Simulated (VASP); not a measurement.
# Sr (P6_3/mmc) in VASP: notebook, part 2 of 2

VASP 6.6.1. The steps go on from the part before.

## Step 4: Single point, r2SCAN (strain +0.0150 x Voigt [0, 0, 1, 0, 0, 0])

Input file POSCAR:

```
Sr
1.0
    4.3100002207      0.0000000000      0.0000000000
   -2.1550001104      3.7325696814      0.0000000000
    0.0000000000      0.0000000000      7.1557500000
Sr
2
Direct
    0.3333333333      0.6666666667      0.2500000000
    0.6666666667      0.3333333333      0.7500000000
```

Input file INCAR.step1:

```
ALGO     = Normal         # electronic algorithm
EDIFF    = 1E-4           # SCF threshold, eV
ENCUT    = 520            # plane-wave cutoff, eV
GGA      = PE             # functional
ISMEAR   = 0              # smearing method
LASPH    = T              # aspherical terms in the spheres
LCHARG   = F              # write CHGCAR
LREAL    = F              # projectors in reciprocal space
LWAVE    = T              # write WAVECAR
NBANDS   = 17             # bands
NELM     = 100            # most SCF steps
PREC     = Accurate       # precision mode
SIGMA    = 0.15           # smearing width, eV
```

Input file INCAR.step2:

```
ALGO     = Normal         # electronic algorithm
EDIFF    = 1E-6           # SCF threshold, eV
ENCUT    = 520            # plane-wave cutoff, eV
ISIF     = 2              # what is computed and relaxed
ISMEAR   = 0              # smearing method
ISTART   = 1            
LASPH    = T              # aspherical terms in the spheres
LCHARG   = F              # write CHGCAR
LMIXTAU  = T            
LREAL    = F              # projectors in reciprocal space
LWAVE    = F              # write WAVECAR
METAGGA  = R2SCAN         # meta-GGA
NBANDS   = 17             # bands
NELM     = 100            # most SCF steps
PREC     = Accurate       # precision mode
SIGMA    = 0.15           # smearing width, eV
```

Input file KPOINTS:

```
k-points
0
Gamma
  12 12 8
```

Potentials or basis: VASP PAW PBE potentials, release 64 (Sr_sv).

On the command line:

```bash
$ cat potpaw_PBE.64/Sr_sv/POTCAR > POTCAR
$ cp INCAR.step1 INCAR
$ mpirun -np 1 vasp_std > vasp.out
$ cp INCAR.step2 INCAR
$ mpirun -np 1 vasp_std > vasp.out
```

OUTCAR:

```text
EDIFF = 1E-6
   ENCUT = 520
   ISIF = 2
   ISMEAR = 0
   ISTART = 1
   LASPH = T
   LREAL = F
   METAGGA = R2SCAN
   NELM = 100
   PREC = Accurate

 ion  position               nearest neighbor table
   1  0.333  0.667  0.250-   2 4.36   2 4.36   2 4.36   2 4.36   2 4.36   2 4.36
   2  0.667  0.333  0.750-   1 4.36   1 4.36   1 4.36   1 4.36   1 4.36   1 4.36

  LATTYP: Found a hexagonal cell.
 ALAT       =     4.3100002207
 C/A-ratio  =     1.6602667363

  Lattice vectors:

 A1 = (   4.3100002207,   0.0000000000,   0.0000000000)
 A2 = (  -2.1550001104,   3.7325696814,   0.0000000000)
 A3 = (   0.0000000000,   0.0000000000,   7.1557500000)

Analysis of symmetry for initial positions (statically):
=====================================================================
 Subroutine PRICEL returns:
 Original cell was already a primitive cell.

 Routine SETGRP: Setting up the symmetry group for a
 hexagonal supercell.

 Subroutine GETGRP returns: Found 24 space group operations
 (whereof 12 operations were pure point group operations)
 out of a pool of 24 trial point group operations.

The static configuration has the point symmetry D_3d.
 The point group associated with its full space group is D_6h.

Analysis of symmetry for dynamics (positions and initial velocities):
=====================================================================
 Subroutine PRICEL returns:
 Original cell was already a primitive cell.

 Routine SETGRP: Setting up the symmetry group for a
 hexagonal supercell.

 Subroutine GETGRP returns: Found 24 space group operations
 (whereof 12 operations were pure point group operations)
 out of a pool of 24 trial point group operations.

The dynamic configuration has the point symmetry D_3d.
 The point group associated with its full space group is D_6h.

 Subroutine INISYM returns: Found 24 space group operations
 (whereof 12 operations are pure point group operations),
 and found     1 'primitive' translations

----------------------------------------------------------------------------------------

                                     Primitive cell

  volume of cell :     115.1172

  direct lattice vectors                    reciprocal lattice vectors
     4.310000221  0.000000000  0.000000000     0.232018550  0.133955972  0.000000000
    -2.155000110  3.732569681  0.000000000     0.000000000  0.267911944  0.000000000
     0.000000000  0.000000000  7.155750000     0.000000000  0.000000000  0.139747755

  length of vectors
     4.310000221  4.310000221  7.155750000     0.267911944  0.267911944  0.139747755

  position of ions in fractional coordinates (direct lattice)
     0.333333333  0.666666667  0.250000000
     0.666666667  0.333333333  0.750000000

  ion indices of the primitive-cell ions
   primitive index   ion index
                 1           1
                 2           2

----------------------------------------------------------------------------------------

 KPOINTS: k-points

Automatic generation of k-mesh.
 Grid dimensions read from file:
 generate k-points for:   12   12    8

 Generating k-lattice:

  Cartesian coordinates                     Fractional coordinates (reciprocal lattice)
     0.019334879  0.011162998  0.000000000     0.083333333  0.000000000  0.000000000
     0.000000000  0.022325995  0.000000000     0.000000000  0.083333333  0.000000000
     0.000000000  0.000000000  0.017468469     0.000000000  0.000000000  0.125000000

  Length of vectors
     0.022325995  0.022325995  0.017468469

  Shift w.r.t. Gamma in fractional coordinates (k-lattice)
     0.000000000  0.000000000  0.000000000

 Subroutine IBZKPT returns following result:
 ===========================================

 Found     95 irreducible k-points:

 Following reciprocal coordinates:
            Coordinates               Weight
  0.000000  0.000000  0.000000      1.000000
  0.083333 -0.000000  0.000000      6.000000
  0.166667  0.000000  0.000000      6.000000
  0.250000 -0.000000  0.000000      6.000000
  0.333333 -0.000000  0.000000      6.000000
  0.416667 -0.000000  0.000000      6.000000
[... 16 lines left out ...]
  0.250000 -0.000000  0.125000     12.000000
  0.333333 -0.000000  0.125000     12.000000
 [... further k-points ...]
   k-points           NKPTS =     95   k-points in BZ     NKDIM =     95   number of bands    NBANDS=     17
   number of dos      NEDOS =    301   number of ions     NIONS =      2
   total plane-waves  NPLWV =  55296
   dimension x,y,z NGX =    32 NGY =   32 NGZ =   54
   dimension x,y,z NGXF=    64 NGYF=   64 NGZF=  108
   ions per type =               2
   NGX,Y,Z   is equivalent  to a cutoff of  12.34, 12.34, 12.55 a.u.
   NGXF,Y,Z  is equivalent  to a cutoff of  24.69, 24.69, 25.09 a.u.
 SYSTEM =  unknown system
   PREC   = accura    normal or accurate (medium, high low for compatibility)
   ISTART =      1    job   : 0-new  1-cont  2-samecut
   ICHARG =      0    charge: 1-file 2-atom 10-const
   ISPIN  =      1    spin polarized calculation?
   LNONCOLLINEAR =      F non collinear calculations
   LSORBIT =      F    spin-orbit coupling
   LASPH  =      T    aspherical Exc in radial PAW
   ENCUT  =  520.0 eV  38.22 Ry    6.18 a.u.   8.01  8.01 13.30*2*pi/ulx,y,z
   NELM   =    100;   NELMIN=  2; NELMDL=  0     # of ELM steps
   EDIFF  = 0.1E-05   stopping-criterion for ELM
   LREAL  =      F    real-space projection
   EDIFFG = 0.1E-04   stopping-criterion for IOM
   NSW    =      0    number of steps for IOM
   IBRION =     -1    ionic relax: 0-MD 1-quasi-New 2-CG
   NFREE  =      0    steps in history (QN), initial steepest desc. (CG)
   ISIF   =      2    stress and relaxation
   ISYM   =      2    0-nonsym 1-usesym 2-fastsym
   POTIM  = 0.5000    time-step for ionic-motion
   TEBEG  =    0.0;   TEEND  =   0.0 temperature during run
   PSTRESS=    0.0 pullay stress
   NELECT =      20.0000    total number of electrons
   NUPDOWN=      -1.0000    fix difference up-down
   EMIN   =  10.00;   EMAX   =-10.00  energy-range for DOS
   EFERMI =   0.00;   METHOD = LEGACY
   ISMEAR =     0;   SIGMA  =   0.15  broadening in eV -4-tet -1-fermi 0-gaus
   EFERMI_NEDOS =   21; number of points for ismear=-14 and -15
   IALGO  =     38    algorithm
   IMIX   =      4    mixing-type and parameters
     AMIX     =   0.40;   BMIX     =  1.00
     AMIX_MAG =   1.60;   BMIX_MAG =  1.00
  volume/ion in A,a.u.               =      57.56       388.42
  Fermi-wavevector in a.u.,A,eV,Ry     =   0.913492  1.726249 11.353619  0.834467
  Thomas-Fermi vector in A             =   2.038010
   LORBIT       =      0    0 simple, 1 ext, 2 COOP (PROOUT), +10 PAW based schemes
   METAGGA = R2SCAN    functional components
   LHFCALC =     F    Hartree Fock is set to
   AEXX    =    0.0000 exact exchange contribution
   IVDW    =     0    specifies the selected vdW correction
   LEPSILON=     F    determine dielectric tensor
   LRPA    =     F    only Hartree local field effects (RPA)
 non-spin polarized calculation
 Gauss-broadening in eV      SIGMA  =   0.15
  energy-cutoff  :      520.00
  volume of cell :      115.12
 maximum number of plane-waves:      3120
   NGX = 17   NGY = 17   NGZ = 27

 number of electron      20.0000000 magnetization

 Free energy of the ion-electron system (eV)
  ---------------------------------------------------
  ext. energy  EPLUGINS =         0.00000000
  ---------------------------------------------------
  free energy    TOTEN  =       -30.20325065 eV

  energy without entropy =      -30.17688956  energy(sigma->0) =      -30.19007010

 E-fermi :   1.4767     XC(G=0):  -7.6508

 val. band max:        1.4654492496   @ k =   0.2500   0.0833   0.0000
 cond. band min:       1.4822710174   @ k =   0.3333   0.3333   0.3750
 fundamental gap:      0.0168217678
 Fermi energy:         1.4766983878

 k-point     1 :       0.0000    0.0000    0.0000
  band No.  band energies     occupation
      1     -36.6551      2.00000
      2     -36.6437      2.00000
      3     -18.0815      2.00000
      4     -17.9449      2.00000
      5     -17.9449      2.00000
      6     -17.9232      2.00000
[... 9 lines left out ...]
     16       4.4690      0.00000
     17       5.0604      0.00000

 k-point     2 :       0.0833   -0.0000    0.0000
  band No.  band energies     occupation
      1     -36.6543      2.00000
      2     -36.6433      2.00000
      3     -18.0777      2.00000
      4     -17.9542      2.00000
      5     -17.9477      2.00000
      6     -17.9329      2.00000
[... 9 lines left out ...]
     16       4.5656      0.00000
     17       4.8859      0.00000
[... 421 lines left out ...]
 k-point    24 :       0.3333   -0.0000    0.1250
  band No.  band energies     occupation
      1     -36.6458      2.00000
      2     -36.6398      2.00000
      3     -18.0570      2.00000
      4     -18.0329      2.00000
      5     -18.0188      2.00000
      6     -17.9744      2.00000
[... 9 lines left out ...]
     16       5.2157      0.00000
     17       5.3903      0.00000

 [... further k-points ...]
[... 5 lines left out ...]
  --------------------------------------------------------------------------------------
  -------------------------------------------------------------------------------------
  Total       -0.0174597     -0.0174597     -0.1397953      0.0000000      0.0000000      0.0000000
  in kB       -0.2430006     -0.2430006     -1.9456412      0.0000000      0.0000000      0.0000000
  external PRESSURE =      -0.8105474 kB  Pullay stress =       0.0000000 kB

 VOLUME and BASIS-vectors are now :
 -----------------------------------------------------------------------------
  energy-cutoff  :      520.00
  volume of cell :      115.12
      direct lattice vectors                 reciprocal lattice vectors
     4.310000221  0.000000000  0.000000000     0.232018550  0.133955972  0.000000000
    -2.155000110  3.732569681  0.000000000     0.000000000  0.267911944  0.000000000
     0.000000000  0.000000000  7.155750000     0.000000000  0.000000000  0.139747755

 POSITION                                       TOTAL-FORCE (eV/Angst)
 -----------------------------------------------------------------------------------
     -0.00000      2.48838      1.78894         0.000000      0.000000     -0.000000
      2.15500      1.24419      5.36681        -0.000000     -0.000000      0.000000
 -----------------------------------------------------------------------------------
    total drift:                               -0.000000      0.000000     -0.000000

  FREE ENERGIE OF THE ION-ELECTRON SYSTEM (eV)
  ---------------------------------------------------
  free  energy   TOTEN  =       -30.2032506481 eV

  energy  without entropy=      -30.1768895598  energy(sigma->0) =      -30.19007010
```

It took 6 min on 1 thread of AMD EPYC 9R45 (Zen 5), shared host; peak memory 0.31 GiB.

Results:

* Free energy: -30.2033 eV
* Pressure: -0.1 GPa
* Band gap on the k mesh: zero (bands 10 and 11 overlap by 0.40 eV)

Caveat: the cell differs from its parent crystal (strain +0.0150 x Voigt [0, 0, 1, 0, 0, 0]); the PAW data sets were made with another functional, which shifts forces and pressure a little.

## Step 5: Single point, r2SCAN (strain +0.0175 x Voigt [0, 0, 1, 0, 0, 0])

POSCAR, as its differences from that of step 4:

```diff
@@ -4,3 +4,3 @@
    -2.1550001104      3.7325696814      0.0000000000
-    0.0000000000      0.0000000000      7.1557500000
+    0.0000000000      0.0000000000      7.1733750000
 Sr
```

Input file INCAR.step1:

```
SYSTEM = Sr
ALGO = Normal
EDIFF = 1E-4
ENCUT = 520
GGA = PE
ISMEAR = 0
LASPH = .True.
LCHARG = .False.
LREAL = .False.
LWAVE = .True.
NBANDS = 17
NELM = 60
PREC = Accurate
SIGMA = 0.15
```

Input file INCAR.step2:

```
SYSTEM = Sr
ALGO = Normal
EDIFF = 1E-7
ENCUT = 520
ISIF = 2
ISMEAR = 0
ISTART = 1
LASPH = .True.
LCHARG = .False.
LMIXTAU = .True.
LREAL = .False.
LWAVE = .False.
METAGGA = R2SCAN
NBANDS = 17
NELM = 60
PREC = Accurate
SIGMA = 0.15
```

Input file KPOINTS:

```
k-points
0
Gamma
  12 12 8
  0 0 0
```

On the command line:

```bash
$ cat potpaw_PBE.64/Sr_sv/POTCAR > POTCAR
$ cp INCAR.step1 INCAR
$ mpirun -np 1 vasp_std > vasp.out
$ cp INCAR.step2 INCAR
$ mpirun -np 1 vasp_std > vasp.out
```

Run time: 7.1 min. Hardware: 1 thread of AMD EPYC 9R45 (Zen 5), shared host; peak memory 0.31 GiB.

Results (log left out):

* Free energy: -30.2029 eV
* Pressure: -0.1 GPa
* Band gap on the k mesh: zero (bands 10 and 11 overlap by 0.41 eV)

Stress tensor (GPa, compression positive):
```
-0.03  0.00  0.00
 0.00 -0.03  0.00
 0.00  0.00 -0.26
```

Levels at points of the mesh, in eV from the Fermi level:
| k point | band 7 | band 8 | band 9 | band 10 | band 11 | band 12 | band 13 | band 14 |
| --- | --- | --- | --- | --- | --- | --- | --- | --- |
| (0.00, 0.00, 0.00) | -19.40 | -19.40 | -3.79 | -1.13 | -0.19 | 2.49 | 2.59 | 2.59 |
| (0.50, 0.00, 0.00) | -19.43 | -19.43 | -1.08 | -0.61 | 0.13 | 0.35 | 1.34 | 1.94 |
| (0.00, 0.00, 0.50) | -19.42 | -19.42 | -2.86 | -2.86 | 1.36 | 1.36 | 2.60 | 2.60 |
| (0.50, 0.00, 0.50) | -19.44 | -19.44 | -0.74 | -0.74 | 0.15 | 0.15 | 1.47 | 1.47 |

Caveat: the cell differs from its parent crystal (strain +0.0175 x Voigt [0, 0, 1, 0, 0, 0]); the PAW data sets were made with another functional, which shifts forces and pressure a little.

## Step 6: Summary

```tsv
cell	gap on the mesh (eV)	pressure (GPa)
a = 4.310, b = 4.310, c = 7.085 Å, angles 90.0, 90.0, 120.0°, 2 atoms	none	0.0
a = 4.310, b = 4.310, c = 7.120 Å, angles 90.0, 90.0, 120.0°, 2 atoms	none	0.0
a = 4.310, b = 4.310, c = 7.156 Å, angles 90.0, 90.0, 120.0°, 2 atoms	none	-0.1
a = 4.310, b = 4.310, c = 7.173 Å, angles 90.0, 90.0, 120.0°, 2 atoms	none	-0.1
```

Alike in all rows: task single point; level r2SCAN; potentials or basis VASP PAW PBE potentials, release 64 (Sr_sv); no spin polarisation; k mesh 12 × 12 × 8; cutoff (eV) 520; smearing gaussian 0.15 eV.

Caveats: the PAW data sets were made with another functional, which shifts forces and pressure a little.

Absolute energies hang on the potentials; compare differences alone.

The gap in the log of VASP goes by the Fermi energy; the results here count the filled bands.